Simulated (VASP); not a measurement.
# BN (Fm-3m) in VASP: notebook

BN is run at these levels: PBE-based global hybrid, PBE, LDA; tasks: single point.

Everything below comes from runs of VASP 6.6.1. Logs are shortened: lines on timing, memory, paths and dates and some standing lists are left out, and cuts for length are marked.

**1. The cell of the first run**

Symmetry: Fm-3m, No. 225, cubic system. Conventional cell: a = 3.492 Å, b = 3.492 Å, c = 3.492 Å, α = 90.00°, β = 90.00°, γ = 90.00°. Within 2.3 Å of B (site symmetry m-3m) lie 6 N at 1.75 Å. Within 2.3 Å of N (site symmetry m-3m) lie 6 B at 1.75 Å.

**2. Single point, PBE-based global hybrid**

Contents of POSCAR:

```
BN
1.0
    0.0000000000      1.7458259350      1.7458259350
    1.7458259350      0.0000000000      1.7458259350
    1.7458259350      1.7458259350      0.0000000000
B N
1 1
Direct
    0.0000000000      0.0000000000      0.0000000000
    0.5000000000      0.5000000000      0.5000000000
```

Contents of INCAR.step1:

```
SYSTEM = BN
PREC = Accurate
ENCUT = 520
EDIFF = 1E-5
ISMEAR = 0
SIGMA = 0.01
LREAL = .False.
LASPH = .True.
NELM = 60
ALGO = Normal
ISIF = 2
LWAVE = .True.
LCHARG = .False.
NBANDS = 11
GGA = PE
```

Contents of INCAR.step2:

```
SYSTEM = BN
PREC = Accurate
ENCUT = 520
EDIFF = 1E-6
ISMEAR = 0
SIGMA = 0.01
LREAL = .False.
LASPH = .True.
NELM = 60
ALGO = Normal
ISIF = 2
LWAVE = .False.
LCHARG = .False.
GGA = PE
LHFCALC = .True.
AEXX = 0.15
PRECFOCK = Normal
NBANDS = 11
ISTART = 1
```

Contents of KPOINTS:

```
regular mesh
0
Gamma
  6 6 6
  0 0 0
```

Potentials or basis: VASP PAW PBE potentials, release 64 (B, N).

The run is started by

```bash
$ cat potpaw_PBE.64/B/POTCAR potpaw_PBE.64/N/POTCAR > POTCAR
$ cp INCAR.step1 INCAR
$ mpirun -np 1 vasp_std > vasp.out
$ cp INCAR.step2 INCAR
$ mpirun -np 1 vasp_std > vasp.out
```

OUTCAR:

```text
SYSTEM = BN
   PREC = Accurate
   ENCUT = 520
   EDIFF = 1E-6
   ISMEAR = 0
   LREAL = .False.
   LASPH = .True.
   NELM = 60
   ISIF = 2
   GGA = PE
   LHFCALC = .True.
   AEXX = 0.15
   PRECFOCK = Normal
   ISTART = 1

 ion  position               nearest neighbor table
   1  0.000  0.000  0.000-   2 1.75   2 1.75   2 1.75   2 1.75   2 1.75   2 1.75
   2  0.500  0.500  0.500-   1 1.75   1 1.75   1 1.75   1 1.75   1 1.75   1 1.75

  LATTYP: Found a face centered cubic cell.
 ALAT       =     3.4916518700

  Lattice vectors:

 A1 = (   0.0000000000,   1.7458259350,   1.7458259350)
 A2 = (   1.7458259350,   0.0000000000,   1.7458259350)
 A3 = (   1.7458259350,   1.7458259350,   0.0000000000)

Analysis of symmetry for initial positions (statically):
=====================================================================
 Subroutine PRICEL returns:
 Original cell was already a primitive cell.

 Routine SETGRP: Setting up the symmetry group for a
 face centered cubic supercell.

 Subroutine GETGRP returns: Found 48 space group operations
 (whereof 48 operations were pure point group operations)
 out of a pool of 48 trial point group operations.

The static configuration has the point symmetry O_h .

Analysis of symmetry for dynamics (positions and initial velocities):
=====================================================================
 Subroutine PRICEL returns:
 Original cell was already a primitive cell.

 Routine SETGRP: Setting up the symmetry group for a
 face centered cubic supercell.

 Subroutine GETGRP returns: Found 48 space group operations
 (whereof 48 operations were pure point group operations)
 out of a pool of 48 trial point group operations.

The dynamic configuration has the point symmetry O_h .

 Subroutine INISYM returns: Found 48 space group operations
 (whereof 48 operations are pure point group operations),
 and found     1 'primitive' translations

----------------------------------------------------------------------------------------

                                     Primitive cell

  volume of cell :      10.6422

  direct lattice vectors                    reciprocal lattice vectors
     0.000000000  1.745825935  1.745825935    -0.286397395  0.286397395  0.286397395
     1.745825935  0.000000000  1.745825935     0.286397395 -0.286397395  0.286397395
     1.745825935  1.745825935  0.000000000     0.286397395  0.286397395 -0.286397395

  length of vectors
     2.468970715  2.468970715  2.468970715     0.496054839  0.496054839  0.496054839

[... 88 lines left out ...]
   IALGO  =     38    algorithm
   IMIX   =      1    mixing-type and parameters
     AMIX     =   0.40;   BMIX     =  1.00
     AMIX_MAG =   1.60;   BMIX_MAG =  1.00
  volume/ion in A,a.u.               =       5.32        35.91
  Fermi-wavevector in a.u.,A,eV,Ry     =   1.488540  2.812933 30.147133  2.215752
  Thomas-Fermi vector in A             =   2.601562
   LORBIT       =      0    0 simple, 1 ext, 2 COOP (PROOUT), +10 PAW based schemes
   GGA     = PE    functional components
   LHFCALC =     T    Hartree Fock is set to
   PRECFOCK=normal    Normal, Fast or Accurate (Low or Medium for compatibility)
   ENCUT4O =  -1.0   cutoff for four orbital integrals eV
   NKREDX  =     1    reduce k-point grid by
   NKREDY  =     1    reduce k-point grid by
   NKREDZ  =     1    reduce k-point grid by
   AEXX    =    0.1500 exact exchange contribution
   HFSCREEN=    0.0000 screening length (either q_TF or 0.3 A-1)
   HFSCREENC=   0.0000 screening length for correlation (either q_TF or 0.3 A-1)
   ENCUTFOCK=  -1.0 apply spherical cutoff to Coloumb kernel
   IVDW    =     0    specifies the selected vdW correction
   LEPSILON=     F    determine dielectric tensor
   LRPA    =     F    only Hartree local field effects (RPA)
 non-spin polarized calculation
 Gauss-broadening in eV      SIGMA  =   0.01
  energy-cutoff  :      520.00
  volume of cell :       10.64
 maximum number of plane-waves:       302
  NGX = 14; NGY = 14; NGZ = 14

 number of electron       7.9999998 magnetization

 Free energy of the ion-electron system (eV)
  ---------------------------------------------------
  ext. energy  EPLUGINS =         0.00000000
  ---------------------------------------------------
  free energy    TOTEN  =       -16.07509280 eV

  energy without entropy =      -16.07509280  energy(sigma->0) =      -16.07509280

 E-fermi :  10.0665     XC(G=0): -11.9743

 val. band max:        9.8720926728   @ k =  -0.1667   0.1667   0.0000
 cond. band min:      12.1019875642   @ k =   0.5000   0.5000   0.0000
 fundamental gap:      2.2298948914
 Fermi energy:        10.0664806543

 k-point     1 :       0.0000    0.0000    0.0000
  band No.  band energies     occupation
      1     -14.0035      2.00000
      2       8.8437      2.00000
      3       8.8437      2.00000
      4       8.8437      2.00000
      5      20.5168      0.00000
      6      23.5916      0.00000
      7      23.5916      0.00000
      8      23.5916      0.00000
      9      29.7488      0.00000
     10      29.7488      0.00000
     11      29.7488      0.00000
[... 197 lines left out ...]
 k-point    16 :      -0.3333    0.5000    0.1667
  band No.  band energies     occupation
      1      -5.4905      2.00000
      2      -1.5971      2.00000
      3       1.4786      2.00000
      4       2.7490      2.00000
      5      15.5190      0.00000
      6      22.1186      0.00000
      7      23.8153      0.00000
      8      27.0999      0.00000
      9      27.8150      0.00000
     10      36.3449      0.00000
     11      50.5994      0.00000

------------------------ aborting loop because EDIFF is reached ----------------------------------------

  FORCE on cell =-STRESS in cart. coord.  units (eV):
  Direction    XX          YY          ZZ          XY          YZ          ZX
  --------------------------------------------------------------------------------------
  -------------------------------------------------------------------------------------
  Total       -0.2446431     -0.2446431     -0.2446431     -0.0000000      0.0000000      0.0000000
  in kB      -36.8307690    -36.8307690    -36.8307690     -0.0000000      0.0000000      0.0000000
  external PRESSURE =     -36.8307690 kB  Pullay stress =       0.0000000 kB

 VOLUME and BASIS-vectors are now :
 -----------------------------------------------------------------------------
  energy-cutoff  :      520.00
  volume of cell :       10.64
      direct lattice vectors                 reciprocal lattice vectors
     0.000000000  1.745825935  1.745825935    -0.286397395  0.286397395  0.286397395
     1.745825935  0.000000000  1.745825935     0.286397395 -0.286397395  0.286397395
     1.745825935  1.745825935  0.000000000     0.286397395  0.286397395 -0.286397395

 POSITION                                       TOTAL-FORCE (eV/Angst)
 -----------------------------------------------------------------------------------
      0.00000      0.00000      0.00000        -0.000000      0.000000     -0.000000
      1.74583      1.74583      1.74583         0.000000     -0.000000      0.000000
 -----------------------------------------------------------------------------------
    total drift:                                0.000000     -0.000000      0.000000

  FREE ENERGIE OF THE ION-ELECTRON SYSTEM (eV)
  ---------------------------------------------------
  free  energy   TOTEN  =       -16.0750928032 eV

  energy  without entropy=      -16.0750928032  energy(sigma->0) =      -16.07509280
```

OUTCAR.step1:

```text
SYSTEM = BN
   PREC = Accurate
   ENCUT = 520
   EDIFF = 1E-5
   ISMEAR = 0
   LREAL = .False.
   LASPH = .True.
[... 434 lines left out ...]
      0.00000      0.00000      0.00000         0.000000      0.000000      0.000000
      1.74583      1.74583      1.74583        -0.000000     -0.000000      0.000000
 -----------------------------------------------------------------------------------
    total drift:                               -0.000000     -0.000000     -0.000000

  FREE ENERGIE OF THE ION-ELECTRON SYSTEM (eV)
  ---------------------------------------------------
  free  energy   TOTEN  =       -13.9221130957 eV

  energy  without entropy=      -13.9221130957  energy(sigma->0) =      -13.92211310
```

Wall time 96 s (1 thread of Intel Xeon 6975P-C, shared host); peak memory 0.12 GiB.

Results:

```yaml
Free_energy: -16.0751 eV
Pressure: -3.7 GPa
Band_gap_on_the_k_mesh: 2.23 eV, indirect (least direct gap 7.13 eV)
```

Caveat: the k points lie up to 0.52 Å⁻¹ apart; the PAW data sets were made with another functional, which shifts forces and pressure a little. A k mesh can miss the band edges.

**3. Single point, PBE**

Contents of INCAR:

```
PREC = Accurate
ENCUT = 600
EDIFF = 1E-6
ISMEAR = 0
SIGMA = 0.01
LREAL = False
LASPH = True
NELM = 120
ALGO = Normal
ISIF = 2
LWAVE = False
LCHARG = True
GGA = PE
LELF = True
LVHAR = True
NBANDS = 11
GGA_COMPAT = False
```

Contents of KPOINTS:

```
regular mesh
0
Gamma
  4 4 4
```

POSCAR is that of step 2.

Potentials or basis: VASP PAW PBE potentials, release 64 (B, N).

The run is started by

```bash
$ cat potpaw_PBE.64/B/POTCAR potpaw_PBE.64/N/POTCAR > POTCAR
$ mpirun -np 1 vasp_std > vasp.out
```

Wall time 2.8 s (1 thread of AMD EPYC 7R13 (Zen 3), shared host); peak memory 0.08 GiB.

Results (log left out):

```
Free energy            : -13.7392 eV
Pressure               : 3.4 GPa
Band gap on the k mesh : 1.81 eV, indirect (least direct gap 5.75 eV)
```

Levels at points of the mesh, in eV from the valence-band top:
| k point | band 1 | band 2 | band 3 | band 4 | band 5 | band 6 | band 7 | band 8 |
| --- | --- | --- | --- | --- | --- | --- | --- | --- |
| (0.00, 0.00, 0.00) | -21.91 | -0.26 | -0.26 | -0.26 | 9.84 | 12.65 | 12.65 | 12.65 |
| (0.50, 0.00, 0.00) | -16.70 | -12.01 | 0.00 | 0.00 | 5.76 | 5.76 | 7.86 | 14.33 |
| (0.50, 0.50, 0.00) | -13.86 | -11.32 | -5.04 | -5.04 | 1.81 | 9.40 | 15.25 | 15.25 |

Caveat: the k points lie up to 0.78 Å⁻¹ apart.

**4. Single point, LDA**

Contents of INCAR:

```
  ALGO = Normal
  EDIFF = 1E-6
  ENCUT = 600
  GGA = CA
  GGA_COMPAT = False
  ISIF = 2
  ISMEAR = 0
  LASPH = True
  LCHARG = False
  LREAL = False
  LWAVE = False
  NBANDS = 11
  NELM = 120
  PREC = Accurate
  SIGMA = 0.01
```

Contents of KPOINTS:

```
k-points
0
Gamma
  4 4 4
```

POSCAR is that of step 3.

Potentials or basis: VASP PAW LDA potentials, release 64 (B, N).

The run is started by

```bash
$ cat potpaw_LDA.64/B/POTCAR potpaw_LDA.64/N/POTCAR > POTCAR
$ mpirun -np 1 vasp_std > vasp.out
```

Run time: 2.2 s. Hardware: 1 thread of AMD EPYC 7R13 (Zen 3), shared host; peak memory 0.08 GiB.

Results (log left out):

```
Free energy            : -15.7802 eV
Pressure               : -10.6 GPa
Band gap on the k mesh : 1.96 eV, indirect (least direct gap 5.62 eV)
```

Levels at points of the mesh, in eV from the valence-band top:
| k point | band 1 | band 2 | band 3 | band 4 | band 5 | band 6 | band 7 | band 8 |
| --- | --- | --- | --- | --- | --- | --- | --- | --- |
| (0.00, 0.00, 0.00) | -21.75 | -0.28 | -0.28 | -0.28 | 10.10 | 12.46 | 12.46 | 12.46 |
| (0.50, 0.00, 0.00) | -16.51 | -11.97 | 0.00 | 0.00 | 5.62 | 5.62 | 7.89 | 14.32 |
| (0.50, 0.50, 0.00) | -13.59 | -11.36 | -5.06 | -5.06 | 1.96 | 9.29 | 15.04 | 15.04 |

Caveat: the k points lie up to 0.78 Å⁻¹ apart.

**5. Single point, LDA**

Contents of INCAR:

```
SYSTEM = BN
PREC = Accurate ; ENCUT = 600
EDIFF = 1E-6 ; ISMEAR = 0
SIGMA = 0.01 ; LREAL = .False.
LASPH = .True. ; NELM = 120
ALGO = Normal ; ISIF = 2
LWAVE = .False. ; LCHARG = .False.
NBANDS = 11 ; GGA_COMPAT = .False.
```

Contents of KPOINTS:

```
Automatic mesh
0
Gamma
  4 4 4
  0 0 0
```

POSCAR is that of step 4.

The run is started by

```bash
$ cat potpaw_LDA.64/B/POTCAR potpaw_LDA.64/N/POTCAR > POTCAR
$ mpirun -np 1 vasp_std > vasp.out
```

It took 2 s on 1 thread of AMD EPYC 7R13 (Zen 3), shared host; peak memory 0.08 GiB.

It converged, with:

```
Free energy            : -15.7802 eV
Pressure               : -10.6 GPa
Band gap on the k mesh : 1.96 eV, indirect (least direct gap 5.62 eV)
```

Levels at points of the mesh, in eV from the valence-band top:
```tsv
k point	band 1	band 2	band 3	band 4	band 5	band 6	band 7	band 8	band 9
(0.00, 0.00, 0.00)	-21.75	-0.28	-0.28	-0.28	10.10	12.46	12.46	12.46	19.13
(0.50, 0.00, 0.00)	-16.51	-11.97	0.00	0.00	5.62	5.62	7.89	14.32	23.13
(0.50, 0.50, 0.00)	-13.59	-11.36	-5.06	-5.06	1.96	9.29	15.04	15.04	16.70
```

Caveat: the k points lie up to 0.78 Å⁻¹ apart. A k mesh can miss the band edges.

**6. The runs side by side**

```csv
level,potentials or basis,k mesh,cutoff (eV),grid for exact exchange (PRECFOCK),share of exact exchange,gap on the mesh (eV),pressure (GPa)
PBE-based global hybrid,"VASP PAW PBE potentials, release 64 (B, N)",6 × 6 × 6,520,Normal,0.15,2.23,-3.7
PBE,"VASP PAW PBE potentials, release 64 (B, N)",4 × 4 × 4,600,-,-,1.81,3.4
LDA,"VASP PAW LDA potentials, release 64 (B, N)",4 × 4 × 4,600,-,-,1.96,-10.6
```

Alike in all rows: task single point; no spin polarisation; cell as given; smearing gaussian 0.01 eV.

Caveats: all runs use coarse meshes; the PAW data sets were made with another functional, which shifts forces and pressure a little (some runs).

Total energies depend on the potentials used, so only differences within one code and one set of settings carry meaning.
